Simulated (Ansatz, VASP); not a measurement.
## Be2TeS2: VASP beside Ansatz

```
CELL_PARAMETERS angstrom
3.08263 0.00000 0.00000
0.00000 3.08263 0.00000
0.00000 0.00000 9.81904
ATOMIC_POSITIONS crystal
Be 0.00000 0.00000 0.00000
Be 0.50000 0.50000 0.00000
Te 0.50000 0.50000 0.50000
S 0.50000 0.00000 0.87962
S 0.00000 0.50000 0.12038
```

Alike in both runs: task single point; functional PBE; dispersion D3(BJ); k mesh 6 × 6 × 2; occupations gaussian, width 0.1 eV; no spin polarisation.

|  | VASP | Ansatz |
| --- | --- | --- |
| version | VASP 6.6.1 | Ansatz 0.2.0 |
| potentials or method | VASP PAW PBE potentials, release 64 (Be, Te, S), cutoff 520 eV | scalar-relativistic, plane waves, PAW |
| valence electrons in the cell | 22 | 32 |

```tsv
	VASP	Ansatz	Ansatz less VASP
gap on the k mesh at the Fermi level (eV)	none	none	-
pressure (GPa)	15.8	15.9	+0.11
traceless stress, the component that is largest in VASP (GPa)	-2.83	-2.89	-0.061
rms of the force components (eV/Å)	1.209	1.210	+0.0013
```

Atom by atom the forces differ by 0.001 eV/Å (rms over components). A gap of «none» marks a metal or a gap that the smearing closes. VASP's potentials hold 22 valence electrons a cell and Ansatz's 32, so a difference there can come from the potentials and not from the codes.

Neither program's run includes spin-orbit coupling.
